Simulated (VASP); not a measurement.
# Si2C (I-4m2) in VASP: notebook, part 2 of 2

VASP 6.6.1. The steps go on from the part before.

## Step 4: Single point, PBE

This run uses another cell than the first one, of 13.67 Å³/atom.

Contents of INCAR:

```
SYSTEM = Si2C
  PREC = Accurate
  ENCUT = 520
  EDIFF = 1E-6
  ISMEAR = 0
  SIGMA = 0.1
  LREAL = .False.
  LASPH = .True.
  NELM = 100
  ALGO = Normal
  ISIF = 2
  LWAVE = .False.
  LCHARG = .False.
  GGA = PE
  NBANDS = 13
```

Contents of KPOINTS:

```
regular mesh
0
Gamma
  22 22 22
  0 0 0
```

Contents of POSCAR:

```
Si2C
1.0
   -1.5104700476      1.5104700476      4.4924319154
    1.5104700476     -1.5104700476      4.4924319154
    1.5104700476      1.5104700476     -4.4924319154
Si C
2 1
Direct
    0.3733332548      0.3733332548      0.0000000000
    0.6266667452      0.6266667452      0.0000000000
    0.7500000000      0.2500000000      0.5000000000
```

Potentials or basis: VASP PAW PBE potentials, release 64 (Si, C).

The run is started by

```console
$ cat potpaw_PBE.64/Si/POTCAR potpaw_PBE.64/C/POTCAR > POTCAR
$ mpirun -np 1 vasp_std > vasp.out
```

OUTCAR:

```text
SYSTEM = Si2C
   PREC = Accurate
   ENCUT = 520
   EDIFF = 1E-6
   ISMEAR = 0
   LREAL = .False.
   LASPH = .True.
   NELM = 100
   ISIF = 2
   GGA = PE

 ion  position               nearest neighbor table
   1  0.373  0.373  0.000-   3 1.87   3 1.87   2 2.28   2 3.08   2 3.08   2 3.08   2 3.08
   2  0.627  0.627  0.000-   3 1.87   3 1.87   1 2.28   1 3.08   1 3.08   1 3.08   1 3.08
   3  0.750  0.250  0.500-   2 1.87   1 1.87   1 1.87   2 1.87

  LATTYP: Found a body centered tetragonal cell.
 ALAT       =     3.0209400952
 C/A-ratio  =     2.9741946373

  Lattice vectors:

 A1 = (  -1.5104700476,   1.5104700476,   4.4924319154)
 A2 = (   1.5104700476,  -1.5104700476,   4.4924319154)
 A3 = (   1.5104700476,   1.5104700476,  -4.4924319154)

Analysis of symmetry for initial positions (statically):
=====================================================================
 Subroutine PRICEL returns:
 Original cell was already a primitive cell.

 Routine SETGRP: Setting up the symmetry group for a
 body centered tetragonal supercell.

 Subroutine GETGRP returns: Found  8 space group operations
 (whereof  8 operations were pure point group operations)
 out of a pool of 16 trial point group operations.

The static configuration has the point symmetry D_2d.

Analysis of symmetry for dynamics (positions and initial velocities):
=====================================================================
 Subroutine PRICEL returns:
 Original cell was already a primitive cell.

 Routine SETGRP: Setting up the symmetry group for a
 body centered tetragonal supercell.

 Subroutine GETGRP returns: Found  8 space group operations
 (whereof  8 operations were pure point group operations)
 out of a pool of 16 trial point group operations.

The dynamic configuration has the point symmetry D_2d.

 Subroutine INISYM returns: Found  8 space group operations
 (whereof  8 operations are pure point group operations),
 and found     1 'primitive' translations

----------------------------------------------------------------------------------------
[... 128 lines left out ...]
  energy-cutoff  :      520.00
  volume of cell :       41.00
 maximum number of plane-waves:      1125
 NGX is ok and might be reduce to    40
   NGX = 19   NGY = 19   NGZ = 19

 number of electron      12.0000000 magnetization

 Free energy of the ion-electron system (eV)
  ---------------------------------------------------
  ext. energy  EPLUGINS =         0.00000000
  ---------------------------------------------------
  free energy    TOTEN  =       -19.06552101 eV

  energy without entropy =      -19.06272255  energy(sigma->0) =      -19.06412178

 E-fermi :   7.7701     XC(G=0): -10.5181

 val. band max:        7.7666465720   @ k =  -0.3182   0.1818   0.0455
 cond. band min:       7.7713985350   @ k =  -0.2727   0.2727   0.0455
 fundamental gap:      0.0047519631
 Fermi energy:         7.7701165438

 k-point     1 :       0.0000    0.0000    0.0000
  band No.  band energies     occupation
      1      -7.9076      2.00000
      2      -0.3461      2.00000
      3       0.0710      2.00000
      4       4.5551      2.00000
      5       4.5551      2.00000
      6       9.4713      0.00000
      7      10.5794      0.00000
      8      11.4184      0.00000
      9      11.4184      0.00000
     10      12.6710      0.00000
     11      15.4091      0.00000
     12      18.2088      0.00000
     13      18.3968      0.00000
[... 354 lines left out ...]
  band No.  band energies     occupation
      1      -5.8230      2.00000
      2      -2.0523      2.00000
      3       0.3828      2.00000
      4       2.5129      2.00000
      5       5.2025      2.00000
      6       6.0663      2.00000
      7       9.6791      0.00000
      8      11.7627      0.00000
      9      13.1572      0.00000
     10      13.6680      0.00000
     11      15.6302      0.00000
     12      16.8498      0.00000
     13      18.1085      0.00000

 [... further k-points ...]

------------------------ aborting loop because EDIFF is reached ----------------------------------------

  FORCE on cell =-STRESS in cart. coord.  units (eV):
  Direction    XX          YY          ZZ          XY          YZ          ZX
  --------------------------------------------------------------------------------------
  -------------------------------------------------------------------------------------
  Total        0.0015249      0.0015249     -0.0352561      0.0000000      0.0000000      0.0000000
  in kB        0.0595910      0.0595910     -1.3777772      0.0000000      0.0000000      0.0000000
  external PRESSURE =      -0.4195317 kB  Pullay stress =       0.0000000 kB

 VOLUME and BASIS-vectors are now :
 -----------------------------------------------------------------------------
  energy-cutoff  :      520.00
  volume of cell :       41.00
      direct lattice vectors                 reciprocal lattice vectors
    -1.510470048  1.510470048  4.492431915     0.000000000  0.331022784  0.111298292
     1.510470048 -1.510470048  4.492431915     0.331022784  0.000000000  0.111298292
     1.510470048  1.510470048 -4.492431915     0.331022784  0.331022784  0.000000000

 POSITION                                       TOTAL-FORCE (eV/Angst)
 -----------------------------------------------------------------------------------
      0.00000      0.00000      3.35435        -0.000000     -0.000000      0.007600
      0.00000      0.00000      5.63052        -0.000000     -0.000000     -0.007600
      0.00000      1.51047      2.24622         0.000000      0.000000     -0.000000
 -----------------------------------------------------------------------------------
    total drift:                                0.000000     -0.000000     -0.000000

  FREE ENERGIE OF THE ION-ELECTRON SYSTEM (eV)
  ---------------------------------------------------
  free  energy   TOTEN  =       -19.0655210066 eV

  energy  without entropy=      -19.0627225464  energy(sigma->0) =      -19.06412178
```

stdout:

```text
POSCAR found type information on POSCAR SiC
 POSCAR found :  2 types and       3 ions
 scaLAPACK will be used
 LDA part: xc-table for (Slater+PW92), standard interpolation
 POSCAR, INCAR and KPOINTS ok, starting setup
 FFT: planning ... GRIDC
 FFT: planning ... GRID_SOFT
 FFT: planning ... GRID
 WAVECAR not read
 entering main loop
```

Wall time 12 min (1 thread of Intel Xeon Platinum 8259CL at 2.50GHz (Skylake/Cascade Lake), shared host); peak memory 0.54 GiB.

Results:

```yaml
Free_energy: -19.0655 eV
Pressure: 0.0 GPa
Largest_force: 0.008 eV/Å
Band_gap_on_the_k_mesh: zero (bands 6 and 7 overlap by 3.33 eV)
```

Forces in eV/Å, atoms in the order of the input:
```
Si   0.000  0.000  0.008
Si   0.000  0.000 -0.008
C    0.000  0.000  0.000
```

## Step 5: Summary

| task | cell | k mesh | cutoff (eV) | gap on the mesh (eV) | pressure (GPa) | largest force (eV/Å) |
| --- | --- | --- | --- | --- | --- | --- |
| single point | a = 4.965 Å, angles 144.5, 144.5, 51.1°, 3 atoms, atomic positions A | 8 × 8 × 8 | 520 | none | 0.0 | - |
| relaxation of cell and atoms | relaxed from a = 4.199 Å, angles 138.9, 138.9, 59.5°, 3 atoms, atomic positions B | 8 × 8 × 8 | 600 | none | 0.1 | 0.01 |
| single point | a = 4.974 Å, angles 144.6, 144.6, 50.9°, 3 atoms, atomic positions A | 22 × 22 × 22 | 520 | none | 0.0 | 0.01 |

Alike in all rows: level PBE; potentials or basis VASP PAW PBE potentials, release 64 (Si, C); no spin polarisation; smearing gaussian 0.1 eV.

Caveats: the volume moved by over 15 % at a fixed basis, so the end points are rough (at least some runs).

Total energies depend on the potentials used, so only differences within one code and one set of settings carry meaning.
